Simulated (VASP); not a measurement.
# MoS2 in VASP: single point with r2SCAN

Aim: the single point of MoS2 with r2SCAN.

Everything below comes from runs of VASP 6.6.1. Logs are shortened: lines on timing, memory, paths and dates and some standing lists are left out, and cuts for length are marked.

## (1) The cell of the first run

The cell holds a sheet with vacuum, 3 atoms: a = 3.169 Å, b = 3.169 Å, c = 19.130 Å, α = 90.00°, β = 90.00°, γ = 120.00°.

## (2) Single point, r2SCAN

POSCAR

```
MoS2
1.0
    3.1690000000      0.0000000000      0.0000000000
   -1.5845000000     -2.7444345046      0.0000000000
    0.0000000000      0.0000000000    -19.1302960000
Mo S
1 2
Direct
    0.0000000000      1.0000000000      0.5000000000
    0.3333333334      0.6666666666      0.5818151481
    0.3333333334      0.6666666666      0.4181848519
```

INCAR.step1

```
LDIPOL = True
IDIPOL = 3
DIPOL = 0.5 0.5 0.500
ISMEAR = 0
SIGMA = 0.03
LWAVE = True
LCHARG = True
ISIF = 0
NELM = 100
ALGO = Normal
PREC = Accurate
LASPH = True
LREAL = False
EDIFF = 1E-5
GGA_COMPAT = False
ENCUT = 440
EFERMI = MIDGAP
NELMDL = -8
GGA = PE
```

INCAR.step2

```
METAGGA = R2SCAN
LDIPOL = True
IDIPOL = 3
DIPOL = 0.5 0.5 0.500
ISMEAR = 0
SIGMA = 0.03
LWAVE = False
LCHARG = False
ISIF = 0
NELM = 100
ALGO = All
PREC = Accurate
LASPH = True
LREAL = False
EDIFF = 1E-6
GGA_COMPAT = False
ENCUT = 440
EFERMI = MIDGAP
NELMDL = -8
LMIXTAU = True
ISTART = 1
ISEARCH = 1
```

KPOINTS

```
k-points
0
Gamma
  6 6 1
```

Potentials or basis: VASP PAW PBE potentials, release 64 (Mo_sv, S).

The run is started by

```sh
cat potpaw_PBE.64/Mo_sv/POTCAR potpaw_PBE.64/S/POTCAR > POTCAR
cp INCAR.step1 INCAR
mpirun -np 1 vasp_std > vasp.out
cp INCAR.step2 INCAR
mpirun -np 1 vasp_std > vasp.out
```

OUTCAR:

```text
METAGGA = R2SCAN
   ISMEAR = 0
   ISIF = 0
   NELM = 100
   PREC = Accurate
   LASPH = True
   LREAL = False
   EDIFF = 1E-6
   ENCUT = 440
   EFERMI = MIDGAP
   NELMDL = -8
   ISTART = 1

 Found      7 irreducible k-points:

 Following reciprocal coordinates:
            Coordinates               Weight
  0.000000  0.000000  0.000000      1.000000
  0.166667  0.000000  0.000000      6.000000
  0.333333 -0.000000  0.000000      6.000000
  0.500000  0.000000  0.000000      3.000000
  0.166667  0.166667  0.000000      6.000000
  0.333333  0.166667  0.000000     12.000000
   k-points           NKPTS =      7   k-points in BZ     NKDIM =      7   number of bands    NBANDS=     17
   number of dos      NEDOS =    301   number of ions     NIONS =      3
   total plane-waves  NPLWV =  80640
   dimension x,y,z NGX =    24 NGY =   24 NGZ =  140
   dimension x,y,z NGXF=    48 NGYF=   48 NGZF=  280
   ions per type =               1   2
   NGX,Y,Z   is equivalent  to a cutoff of  12.59, 12.59, 12.17 a.u.
   NGXF,Y,Z  is equivalent  to a cutoff of  25.18, 25.18, 24.33 a.u.
 SYSTEM =  unknown system
   PREC   = accura    normal or accurate (medium, high low for compatibility)
   ISTART =      1    job   : 0-new  1-cont  2-samecut
   ICHARG =      0    charge: 1-file 2-atom 10-const
   ISPIN  =      1    spin polarized calculation?
   LNONCOLLINEAR =      F non collinear calculations
   LSORBIT =      F    spin-orbit coupling
   LASPH  =      T    aspherical Exc in radial PAW
   ENCUT  =  440.0 eV  32.34 Ry    5.69 a.u.   5.42  5.42 32.72*2*pi/ulx,y,z
   NELM   =    100;   NELMIN=  2; NELMDL= -8     # of ELM steps
   EDIFF  = 0.1E-05   stopping-criterion for ELM
   LREAL  =      F    real-space projection
   EDIFFG = 0.1E-04   stopping-criterion for IOM
   NSW    =      0    number of steps for IOM
   IBRION =     -1    ionic relax: 0-MD 1-quasi-New 2-CG
   NFREE  =      0    steps in history (QN), initial steepest desc. (CG)
   ISIF   =      0    stress and relaxation
   ISYM   =      2    0-nonsym 1-usesym 2-fastsym
   POTIM  = 0.5000    time-step for ionic-motion
   TEBEG  =    0.0;   TEEND  =   0.0 temperature during run

   SCALEE = 1.0000    scale energy and forces
   PSTRESS=    0.0 pullay stress
   NELECT =      26.0000    total number of electrons
   NUPDOWN=      -1.0000    fix difference up-down
   EMIN   =  10.00;   EMAX   =-10.00  energy-range for DOS
   EFERMI =   0.00;   METHOD = MIDGAP
   ISMEAR =     0;   SIGMA  =   0.03  broadening in eV -4-tet -1-fermi 0-gaus
   EFERMI_NEDOS =   21; number of points for ismear=-14 and -15
   IALGO  =     58    algorithm
   IMIX   =      4    mixing-type and parameters
     AMIX     =   0.40;   BMIX     =  1.00
     AMIX_MAG =   1.60;   BMIX_MAG =  1.00
  volume/ion in A,a.u.               =      55.46       374.26
  Fermi-wavevector in a.u.,A,eV,Ry     =   0.881794  1.666349 10.579349  0.777560
  Thomas-Fermi vector in A             =   2.002338
   LORBIT       =      0    0 simple, 1 ext, 2 COOP (PROOUT), +10 PAW based schemes
   METAGGA = R2SCAN    functional components
   LHFCALC =     F    Hartree Fock is set to
   AEXX    =    0.0000 exact exchange contribution
   IVDW    =     0    specifies the selected vdW correction
   LEPSILON=     F    determine dielectric tensor
   LRPA    =     F    only Hartree local field effects (RPA)

   CSHIFT  =0.1000    complex shift for real part using Kramers Kronig

   OMEGAMAX=  -1.0    maximum frequency
 non-spin polarized calculation
 Gauss-broadening in eV      SIGMA  =   0.03
  energy-cutoff  :      440.00
  volume of cell :      166.38
 maximum number of plane-waves:      3581
 NGX is ok and might be reduce to    24
   NGX = 11   NGY = 11   NGZ = 65

 number of electron      25.9999994 magnetization

 DIPCOR: dipole corrections for dipol
 direction  3 min pos     1,
 dipolmoment           0.000000      0.000000     -0.000000 electrons x Angstroem
 Tr[quadrupol]       -23.215754

 energy correction for charged system         0.000000 eV

 dipol+quadrupol energy correction           -0.000000 eV

 added-field ion interaction          0.000000 eV  (added to PSCEN)

 Free energy of the ion-electron system (eV)
  ---------------------------------------------------
  ext. energy  EPLUGINS =         0.00000000
  ---------------------------------------------------
  free energy    TOTEN  =       -44.99543340 eV

  energy without entropy =      -44.99543340  energy(sigma->0) =      -44.99543340

 E-fermi :  -1.0832     XC(G=0):  -4.0500

 val. band max:       -2.0028228626   @ k =   0.3333   0.3333   0.0000
 cond. band min:      -0.1631478770   @ k =   0.3333   0.3333   0.0000
 fundamental gap:      1.8396749856
 Fermi energy:        -1.0832382785

 k-point     1 :       0.0000    0.0000    0.0000
  band No.  band energies     occupation
      1     -64.7896      2.00000
      2     -38.2115      2.00000
      3     -37.9807      2.00000
      4     -37.9807      2.00000
      5     -16.7894      2.00000
      6     -15.4229      2.00000
[... 9 lines left out ...]
     16       1.2066      0.00000
     17       1.2066      0.00000

 k-point     2 :       0.1667    0.0000    0.0000
  band No.  band energies     occupation
      1     -64.7787      2.00000
      2     -38.1901      2.00000
      3     -38.0866      2.00000
      4     -38.0047      2.00000
      5     -16.3720      2.00000
      6     -15.2544      2.00000
[... 9 lines left out ...]
     16       0.8411      0.00000
     17       1.5960      0.00000

 k-point     3 :       0.3333   -0.0000    0.0000
  band No.  band energies     occupation
      1     -64.7568      2.00000
      2     -38.2938      2.00000
      3     -38.1470      2.00000
      4     -38.0525      2.00000
      5     -15.4032      2.00000
      6     -14.8719      2.00000
[... 9 lines left out ...]
     16       1.7099      0.00000
     17       2.3549      0.00000

 k-point     4 :       0.5000    0.0000    0.0000
  band No.  band energies     occupation
      1     -64.7458      2.00000
      2     -38.3950      2.00000
      3     -38.1254      2.00000
      4     -38.0762      2.00000
      5     -14.8070      2.00000
      6     -14.6496      2.00000
[... 9 lines left out ...]
     16       2.2142      0.00000
     17       2.5794      0.00000

 k-point     5 :       0.1667    0.1667    0.0000
  band No.  band energies     occupation
      1     -64.7623      2.00000
      2     -38.2230      2.00000
      3     -38.1578      2.00000
      4     -38.0607      2.00000
      5     -15.6702      2.00000
      6     -14.9710      2.00000
[... 9 lines left out ...]
     16       0.9432      0.00000
     17       2.4631      0.00000

 k-point     6 :       0.3333    0.1667    0.0000
  band No.  band energies     occupation
      1     -64.7458      2.00000
      2     -38.3433      2.00000
      3     -38.1302      2.00000
      4     -38.1254      2.00000
      5     -14.8284      2.00000
      6     -14.6321      2.00000
[... 9 lines left out ...]
     16       1.5961      0.00000
     17       2.7746      0.00000

 [... further k-points ...]

------------------------ aborting loop because EDIFF is reached ----------------------------------------

 vacuum level on the upper side and lower side of the slab       (xc-potential included)         0.057         0.057

 VOLUME and BASIS-vectors are now :
 -----------------------------------------------------------------------------
  energy-cutoff  :      440.00
  volume of cell :      166.38
      direct lattice vectors                 reciprocal lattice vectors
     3.169000000  0.000000000  0.000000000     0.315556958 -0.182186895  0.000000000
    -1.584500000 -2.744434505  0.000000000     0.000000000 -0.364373789  0.000000000
     0.000000000  0.000000000-19.130296000     0.000000000  0.000000000 -0.052273106

 POSITION                                       TOTAL-FORCE (eV/Angst)
 -----------------------------------------------------------------------------------
      0.00000      0.00000     -9.56515        -0.000000      0.000000      0.000000
      0.00000     -1.82962    -11.13030         0.000000      0.000000      0.149662
      0.00000     -1.82962     -8.00000         0.000000     -0.000000     -0.149662
 -----------------------------------------------------------------------------------
    total drift:                               -0.000001     -0.000000     -0.000000

  FREE ENERGIE OF THE ION-ELECTRON SYSTEM (eV)
  ---------------------------------------------------
  free  energy   TOTEN  =       -44.9954333989 eV

  energy  without entropy=      -44.9954333989  energy(sigma->0) =      -44.99543340

 vacuum level on the upper side and lower side of the slab         4.182         4.182
```

It took 64 s on 1 thread of Intel Xeon 6975P-C (Granite Rapids), shared host; peak memory 0.29 GiB.

Results:

```yaml
Free_energy: -44.9954 eV
Largest_force: 0.150 eV/Å
Band_gap_on_the_k_mesh: 1.84 eV
```

Forces on the atoms (eV/Å):
```
Mo   0.000  0.000  0.000
S    0.000  0.000  0.150
S    0.000  0.000 -0.150
```

Levels at points of the mesh, in eV from the valence-band top:
| k point | band 9 | band 10 | band 11 | band 12 | band 13 | band 14 | band 15 | band 16 | band 17 |
| --- | --- | --- | --- | --- | --- | --- | --- | --- | --- |
| (0.00, 0.00, 0.00) | -2.72 | -1.92 | -1.57 | -1.57 | -0.02 | 2.98 | 2.98 | 3.21 | 3.21 |
| (0.50, 0.00, 0.00) | -4.26 | -3.32 | -2.04 | -1.04 | -0.65 | 2.45 | 2.97 | 4.22 | 4.58 |

Caveat: the PAW data sets were made with another functional, which shifts forces and pressure a little.
